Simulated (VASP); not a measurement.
Here is a VASP 6.6.1 calculation.

Contents of INCAR:

```
SYSTEM = Cd
PREC = Accurate
ENCUT = 520
EDIFF = 1E-6
ISMEAR = -1
SIGMA = 0.1
LREAL = .FALSE.
LASPH = .TRUE.
NELM = 100
ALGO = Normal
ISIF = 2
LWAVE = .FALSE.
LCHARG = .TRUE.
GGA = CA
LELF = .TRUE.
LVHAR = .TRUE.
NBANDS = 19
```

The input KPOINTS:

```
Automatic mesh
0
G
  13 13 6
  0 0 0
```

File POSCAR:

```
Cd
1.0
    2.8818641727      0.0000000000      0.0000000000
   -1.4409320863      2.4957675838      0.0000000000
    0.0000000000      0.0000000000      5.6383707528
Cd
2
Direct
    0.3333333333      0.6666666667      0.2500000000
    0.6666666667      0.3333333333      0.7500000000
```

Potentials or basis: VASP PAW LDA potentials, release 64 (Cd).

Launch:

```bash
$ cat potpaw_LDA.64/Cd/POTCAR > POTCAR
$ mpirun -np 1 vasp_std > vasp.out
```

Problem. Predict the band gap on the k mesh.

Solution. Zero (band 12 reaches 4.47 eV, above the bottom of band 13 at -0.22 eV).

Problem. Estimate the pressure.

Solution. 0.8 GPa.

Stress tensor (GPa, compression positive):
```
 1.92  0.00  0.00
 0.00  1.92  0.00
 0.00  0.00 -1.51
```
